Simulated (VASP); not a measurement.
# Sr (Fm-3m) in VASP: notebook

Sr is run at these levels: revPBE; tasks: single point.

Everything below comes from runs of VASP 6.6.1. Logs are shortened: lines on timing, memory, paths and dates and some standing lists are left out, and cuts for length are marked.

### Step 1. The cell of the first run

It takes space group Fm-3m (No. 225, cubic). The conventional cell has a = 5.876 Å, b = 5.876 Å, c = 5.876 Å, α = 90.00°, β = 90.00°, γ = 90.00°. Sr (site symmetry m-3m) has 12 Sr at 4.16 Å within 5.5 Å.

### Step 2. Single point, revPBE (50.73 Å³/atom)

Contents of INCAR:

```
SYSTEM = Sr
ALGO = Normal
EDIFF = 1E-6
ENCUT = 520
GGA = RE
ISIF = 2
ISMEAR = -1
LASPH = .True.
LCHARG = .False.
LREAL = .False.
LWAVE = .False.
NBANDS = 11
NELM = 60
PREC = Accurate
SIGMA = 0.1
```

Contents of KPOINTS:

```
k-points
0
Gamma
  15 15 15
  0 0 0
```

Contents of POSCAR:

```
Sr
1.0
    0.0000000000      2.9381287043      2.9381287043
    2.9381287043      0.0000000000      2.9381287043
    2.9381287043      2.9381287043      0.0000000000
Sr
1
Direct
    0.0000000000      0.0000000000      0.0000000000
```

Potentials or basis: VASP PAW PBE potentials, release 64 (Sr_sv).

Run with:

```
$ cat potpaw_PBE.64/Sr_sv/POTCAR > POTCAR
$ mpirun -np 1 vasp_std > vasp.out
```

OUTCAR:

```text
SYSTEM = Sr
   EDIFF = 1E-6
   ENCUT = 520
   GGA = RE
   ISIF = 2
   ISMEAR = -1
   LASPH = .True.
   LREAL = .False.
   NELM = 60
   PREC = Accurate

 ion  position               nearest neighbor table
   1  0.000  0.000  0.000-

  LATTYP: Found a face centered cubic cell.
 ALAT       =     5.8762574086

  Lattice vectors:

 A1 = (   0.0000000000,   2.9381287043,   2.9381287043)
 A2 = (   2.9381287043,   0.0000000000,   2.9381287043)
 A3 = (   2.9381287043,   2.9381287043,   0.0000000000)

Analysis of symmetry for initial positions (statically):
=====================================================================
 Subroutine PRICEL returns:
 Original cell was already a primitive cell.

 Routine SETGRP: Setting up the symmetry group for a
 face centered cubic supercell.

 Subroutine GETGRP returns: Found 48 space group operations
 (whereof 48 operations were pure point group operations)
 out of a pool of 48 trial point group operations.

The static configuration has the point symmetry O_h .

Analysis of symmetry for dynamics (positions and initial velocities):
=====================================================================
 Subroutine PRICEL returns:
 Original cell was already a primitive cell.

 Routine SETGRP: Setting up the symmetry group for a
 face centered cubic supercell.

 Subroutine GETGRP returns: Found 48 space group operations
 (whereof 48 operations were pure point group operations)
 out of a pool of 48 trial point group operations.

The dynamic configuration has the point symmetry O_h .

 Subroutine INISYM returns: Found 48 space group operations
 (whereof 48 operations are pure point group operations),
 and found     1 'primitive' translations

----------------------------------------------------------------------------------------

                                     Primitive cell

  volume of cell :      50.7274

  direct lattice vectors                    reciprocal lattice vectors
     0.000000000  2.938128704  2.938128704    -0.170176344  0.170176344  0.170176344
     2.938128704  0.000000000  2.938128704     0.170176344 -0.170176344  0.170176344
     2.938128704  2.938128704  0.000000000     0.170176344  0.170176344 -0.170176344

  length of vectors
     4.155141462  4.155141462  4.155141462     0.294754073  0.294754073  0.294754073

  position of ions in fractional coordinates (direct lattice)
     0.000000000  0.000000000  0.000000000

  ion indices of the primitive-cell ions
   primitive index   ion index
                 1           1

----------------------------------------------------------------------------------------

 KPOINTS: k-points

Automatic generation of k-mesh.
 Grid dimensions read from file:
 generate k-points for:   15   15   15

 Generating k-lattice:

  Cartesian coordinates                     Fractional coordinates (reciprocal lattice)
    -0.011345090  0.011345090  0.011345090     0.066666667  0.000000000  0.000000000
     0.011345090 -0.011345090  0.011345090     0.000000000  0.066666667  0.000000000
     0.011345090  0.011345090 -0.011345090     0.000000000  0.000000000  0.066666667

  Length of vectors
     0.019650272  0.019650272  0.019650272

  Shift w.r.t. Gamma in fractional coordinates (k-lattice)
     0.000000000  0.000000000  0.000000000

 Subroutine IBZKPT returns following result:
 ===========================================

 Found    120 irreducible k-points:

 Following reciprocal coordinates:
            Coordinates               Weight
  0.000000  0.000000  0.000000      1.000000
  0.066667  0.000000  0.000000      8.000000
  0.133333  0.000000  0.000000      8.000000
  0.200000  0.000000  0.000000      8.000000
  0.266667  0.000000  0.000000      8.000000
  0.333333  0.000000  0.000000      8.000000
[... 16 lines left out ...]
  0.133333  0.133333  0.000000      6.000000
  0.200000  0.133333  0.000000     24.000000
 [... further k-points ...]
   k-points           NKPTS =    120   k-points in BZ     NKDIM =    120   number of bands    NBANDS=     11
   number of dos      NEDOS =    301   number of ions     NIONS =      1
   total plane-waves  NPLWV =  32768
   dimension x,y,z NGX =    32 NGY =   32 NGZ =   32
   dimension x,y,z NGXF=    64 NGYF=   64 NGZF=   64
   ions per type =               1
   NGX,Y,Z   is equivalent  to a cutoff of  12.80, 12.80, 12.80 a.u.
   NGXF,Y,Z  is equivalent  to a cutoff of  25.61, 25.61, 25.61 a.u.
 SYSTEM =  Sr
   PREC   = accura    normal or accurate (medium, high low for compatibility)
   ISTART =      0    job   : 0-new  1-cont  2-samecut
   ICHARG =      2    charge: 1-file 2-atom 10-const
   ISPIN  =      1    spin polarized calculation?
   LNONCOLLINEAR =      F non collinear calculations
   LSORBIT =      F    spin-orbit coupling
   LASPH  =      T    aspherical Exc in radial PAW
   ENCUT  =  520.0 eV  38.22 Ry    6.18 a.u.   7.73  7.73  7.73*2*pi/ulx,y,z
   NELM   =     60;   NELMIN=  2; NELMDL= -5     # of ELM steps
   EDIFF  = 0.1E-05   stopping-criterion for ELM
   LREAL  =      F    real-space projection
[... 7 lines left out ...]
   TEBEG  =    0.0;   TEEND  =   0.0 temperature during run
   PSTRESS=    0.0 pullay stress
   NELECT =      10.0000    total number of electrons
   NUPDOWN=      -1.0000    fix difference up-down
   EMIN   =  10.00;   EMAX   =-10.00  energy-range for DOS
   EFERMI =   0.00;   METHOD = LEGACY
   ISMEAR =    -1;   SIGMA  =   0.10  broadening in eV -4-tet -1-fermi 0-gaus
   EFERMI_NEDOS =   21; number of points for ismear=-14 and -15
   IALGO  =     38    algorithm
   IMIX   =      4    mixing-type and parameters
     AMIX     =   0.40;   BMIX     =  1.00
     AMIX_MAG =   1.60;   BMIX_MAG =  1.00
  volume/ion in A,a.u.               =      50.73       342.33
  Fermi-wavevector in a.u.,A,eV,Ry     =   0.952783  1.800499 12.351308  0.907796
  Thomas-Fermi vector in A             =   2.081378
   LORBIT       =      0    0 simple, 1 ext, 2 COOP (PROOUT), +10 PAW based schemes
   GGA     = RE    functional components
   LHFCALC =     F    Hartree Fock is set to
   AEXX    =    0.0000 exact exchange contribution
   IVDW    =     0    specifies the selected vdW correction
   LEPSILON=     F    determine dielectric tensor
   LRPA    =     F    only Hartree local field effects (RPA)
 non-spin polarized calculation
  energy-cutoff  :      520.00
  volume of cell :       50.73
 maximum number of plane-waves:      1382
   NGX = 15   NGY = 15   NGZ = 15

 number of electron      10.0000000 magnetization

 Free energy of the ion-electron system (eV)
  ---------------------------------------------------
  ext. energy  EPLUGINS =         0.00000000
  ---------------------------------------------------
  free energy    TOTEN  =        -1.46774639 eV

  energy without entropy =       -1.42765492  energy(sigma->0) =       -1.44770066

 E-fermi :   1.9391     XC(G=0):  -7.5120

 val. band max:        1.9122016578   @ k =  -0.3333   0.3333   0.1333
 cond. band min:       1.9519723390   @ k =  -0.2667   0.4667   0.2000
 fundamental gap:      0.0397706812
 Fermi energy:         1.9391496263

 k-point     1 :       0.0000    0.0000    0.0000
  band No.  band energies     occupation
      1     -34.5478      2.00000
      2     -16.4224      2.00000
      3     -16.4224      2.00000
      4     -16.4224      2.00000
      5      -1.8012      2.00000
      6       4.4149      0.00000
      7       4.4149      0.00000
      8       4.4149      0.00000
      9       6.0137      0.00000
     10       6.0137      0.00000
     11       9.2808      0.00000

 k-point     2 :       0.0667    0.0000    0.0000
  band No.  band energies     occupation
      1     -34.5470      2.00000
      2     -16.4339      2.00000
      3     -16.4239      2.00000
      4     -16.4239      2.00000
      5      -1.7238      2.00000
      6       4.2891      0.00000
      7       4.4528      0.00000
      8       4.4528      0.00000
      9       5.9595      0.00000
     10       5.9595      0.00000
     11       9.4897      0.00000

 k-point     3 :       0.1333    0.0000    0.0000
  band No.  band energies     occupation
      1     -34.5445      2.00000
      2     -16.4663      2.00000
      3     -16.4282      2.00000
      4     -16.4282      2.00000
      5      -1.4968      2.00000
      6       3.9721      0.00000
      7       4.5427      0.00000
      8       4.5427      0.00000
      9       5.8506      0.00000
     10       5.8506      0.00000
     11       9.9286      0.00000

 k-point     4 :       0.2000    0.0000    0.0000
  band No.  band energies     occupation
      1     -34.5408      2.00000
      2     -16.5134      2.00000
      3     -16.4344      2.00000
      4     -16.4344      2.00000
      5      -1.1364      2.00000
      6       3.5711      0.00000
      7       4.6034      0.00000
      8       4.6034      0.00000
      9       5.8275      0.00000
     10       5.8275      0.00000
     11       9.5134      0.00000

 k-point     5 :       0.2667    0.0000    0.0000
  band No.  band energies     occupation
      1     -34.5367      2.00000
      2     -16.5667      2.00000
      3     -16.4416      2.00000
      4     -16.4416      2.00000
      5      -0.6706      2.00000
      6       3.1590      0.00001
      7       4.5516      0.00000
      8       4.5516      0.00000
      9       6.0172      0.00000
     10       6.0172      0.00000
     11       8.9522      0.00000
[... 211 lines left out ...]
 k-point    21 :      -0.1333    0.0667    0.0000
  band No.  band energies     occupation
      1     -34.5427      2.00000
      2     -16.4851      2.00000
      3     -16.4390      2.00000
      4     -16.4281      2.00000
      5      -1.3247      2.00000
      6       3.7882      0.00000
      7       4.5275      0.00000
      8       4.6443      0.00000
      9       5.5785      0.00000
     10       6.0114      0.00000
     11      10.0545      0.00000

 k-point    22 :      -0.0667    0.0667    0.0000
  band No.  band energies     occupation
      1     -34.5456      2.00000
      2     -16.4500      2.00000
      3     -16.4306      2.00000
      4     -16.4245      2.00000
      5      -1.5965      2.00000
      6       4.1104      0.00000
      7       4.4913      0.00000
      8       4.5220      0.00000
      9       5.7717      0.00000
     10       5.9954      0.00000
     11       9.8077      0.00000

 k-point    23 :       0.1333    0.1333    0.0000
  band No.  band energies     occupation
      1     -34.5434      2.00000
      2     -16.4651      2.00000
      3     -16.4379      2.00000
      4     -16.4379      2.00000
      5      -1.3964      2.00000
      6       3.8632      0.00000
      7       4.6219      0.00000
      8       4.6219      0.00000
      9       5.3104      0.00000
     10       6.1729      0.00000
     11      10.3010      0.00000

 k-point    24 :       0.2000    0.1333    0.0000
  band No.  band energies     occupation
      1     -34.5407      2.00000
      2     -16.4958      2.00000
      3     -16.4457      2.00000
      4     -16.4436      2.00000
      5      -1.1311      2.00000
      6       3.5952      0.00000
      7       4.6516      0.00000
      8       4.7280      0.00000
      9       5.1181      0.00000
     10       6.2421      0.00000
     11      10.5107      0.00000

 [... further k-points ...]
[... 5 lines left out ...]
  --------------------------------------------------------------------------------------
  -------------------------------------------------------------------------------------
  Total        0.5524592      0.5524592      0.5524592     -0.0000000     -0.0000000     -0.0000000
  in kB       17.4489122     17.4489122     17.4489122     -0.0000000     -0.0000000     -0.0000000
  external PRESSURE =      17.4489122 kB  Pullay stress =       0.0000000 kB

 VOLUME and BASIS-vectors are now :
 -----------------------------------------------------------------------------
  energy-cutoff  :      520.00
  volume of cell :       50.73
      direct lattice vectors                 reciprocal lattice vectors
     0.000000000  2.938128704  2.938128704    -0.170176344  0.170176344  0.170176344
     2.938128704  0.000000000  2.938128704     0.170176344 -0.170176344  0.170176344
     2.938128704  2.938128704  0.000000000     0.170176344  0.170176344 -0.170176344

 POSITION                                       TOTAL-FORCE (eV/Angst)
 -----------------------------------------------------------------------------------
      0.00000      0.00000      0.00000         0.000000     -0.000000     -0.000000
 -----------------------------------------------------------------------------------
    total drift:                                0.000000      0.000000     -0.000000

  FREE ENERGIE OF THE ION-ELECTRON SYSTEM (eV)
  ---------------------------------------------------
  free  energy   TOTEN  =        -1.4677463938 eV

  energy  without entropy=       -1.4276549229  energy(sigma->0) =       -1.44770066
```

It took 23 s on 1 thread of Intel Xeon 6975P-C (Granite Rapids), shared host; peak memory 0.21 GiB.

Results:

- Free energy: -1.4677 eV
- Pressure: 1.7 GPa

Caveat: the PAW data sets were made with another functional, which shifts forces and pressure a little.

### Step 3. Single point, revPBE (53.03 Å³/atom)

This run uses another cell than the first one, of 53.03 Å³/atom.

Contents of INCAR:

```
SYSTEM = Sr
PREC     = Accurate       ! precision mode
ENCUT    = 520            ! plane-wave cutoff, eV
EDIFF    = 1E-6           ! SCF threshold, eV
ISMEAR   = -1             ! smearing method
SIGMA    = 0.1            ! smearing width, eV
LREAL    = .FALSE.        ! projectors in reciprocal space
LASPH    = .TRUE.         ! aspherical terms in the spheres
NELM     = 60             ! most SCF steps
ALGO     = Normal         ! electronic algorithm
ISIF     = 2              ! what is computed and relaxed
LWAVE    = .FALSE.        ! write WAVECAR
LCHARG   = .FALSE.        ! write CHGCAR
GGA      = RE             ! functional
NBANDS   = 11             ! bands
```

Contents of KPOINTS:

```
regular mesh
0
G
  15 15 15
  0 0 0
```

Contents of POSCAR:

```
Sr
1.0
    0.0000000000      2.9819878377      2.9819878377
    2.9819878377      0.0000000000      2.9819878377
    2.9819878377      2.9819878377      0.0000000000
Sr
1
Direct
    0.0000000000      0.0000000000      0.0000000000
```

Potentials or basis: VASP PAW PBE potentials, release 64 (Sr_sv).

Run with:

```
$ cat potpaw_PBE.64/Sr_sv/POTCAR > POTCAR
$ mpirun -np 1 vasp_std > vasp.out
```

OUTCAR:

```text
SYSTEM = Sr
   PREC = Accurate
   ENCUT = 520
   EDIFF = 1E-6
   ISMEAR = -1
   LREAL = .FALSE.
   LASPH = .TRUE.
   NELM = 60
   ISIF = 2
   GGA = RE

 ion  position               nearest neighbor table
   1  0.000  0.000  0.000-

  LATTYP: Found a face centered cubic cell.
 ALAT       =     5.9639756754

  Lattice vectors:

 A1 = (   0.0000000000,   2.9819878377,   2.9819878377)
 A2 = (   2.9819878377,   0.0000000000,   2.9819878377)
 A3 = (   2.9819878377,   2.9819878377,   0.0000000000)

Analysis of symmetry for initial positions (statically):
[... 506 lines left out ...]
      6       3.4226      0.00000
      7       4.4323      0.00000
      8       4.5027      0.00000
      9       4.8820      0.00000
     10       5.9512      0.00000
     11      10.1129      0.00000

 [... further k-points ...]
[... 5 lines left out ...]
  --------------------------------------------------------------------------------------
  -------------------------------------------------------------------------------------
  Total        0.3530397      0.3530397      0.3530397      0.0000000      0.0000000      0.0000000
  in kB       10.6656304     10.6656304     10.6656304      0.0000000      0.0000000      0.0000000
  external PRESSURE =      10.6656304 kB  Pullay stress =       0.0000000 kB

 VOLUME and BASIS-vectors are now :
 -----------------------------------------------------------------------------
  energy-cutoff  :      520.00
  volume of cell :       53.03
      direct lattice vectors                 reciprocal lattice vectors
     0.000000000  2.981987838  2.981987838    -0.167673387  0.167673387  0.167673387
     2.981987838  0.000000000  2.981987838     0.167673387 -0.167673387  0.167673387
     2.981987838  2.981987838  0.000000000     0.167673387  0.167673387 -0.167673387

 POSITION                                       TOTAL-FORCE (eV/Angst)
 -----------------------------------------------------------------------------------
      0.00000      0.00000      0.00000         0.000000      0.000000      0.000000
 -----------------------------------------------------------------------------------
    total drift:                                0.000000      0.000000      0.000000

  FREE ENERGIE OF THE ION-ELECTRON SYSTEM (eV)
  ---------------------------------------------------
  free  energy   TOTEN  =        -1.4879268640 eV

  energy  without entropy=       -1.4462775796  energy(sigma->0) =       -1.46710222
```

stdout:

```text
POSCAR found type information on POSCAR Sr
 POSCAR found :  1 types and       1 ions
 scaLAPACK will be used
 -----------------------------------------------------------------------------
|                                                                             |
|                                                                             |
|     You enforced a specific xc type in the INCAR file but a different       |
|     I HOPE YOU KNOW WHAT YOU ARE DOING!                                     |
|                                                                             |
 -----------------------------------------------------------------------------

 LDA part: xc-table for (Slater+PW92), standard interpolation
 POSCAR, INCAR and KPOINTS ok, starting setup
 FFT: planning ... GRIDC
 FFT: planning ... GRID_SOFT
 FFT: planning ... GRID
 WAVECAR not read
 entering main loop
```

Wall time 22 s (1 thread of Intel Xeon 6975P-C (Granite Rapids), shared host); peak memory 0.21 GiB.

Results:

```yaml
Free_energy: -1.4879 eV
Pressure: 1.1 GPa
Band_gap_on_the_k_mesh: zero (bands 5 and 6 overlap by 0.01 eV)
```

Levels at points of the mesh, in eV from the Fermi level:
```tsv
k point	band 1	band 2	band 3	band 4	band 5	band 6	band 7	band 8	band 9	band 10
(0.00, 0.00, 0.00)	-36.57	-18.45	-18.45	-18.45	-3.67	2.44	2.44	2.44	3.96	3.96
```

Caveat: the PAW data sets were made with another functional, which shifts forces and pressure a little.

The gap in the log of VASP goes by the Fermi energy; the results here count the filled bands.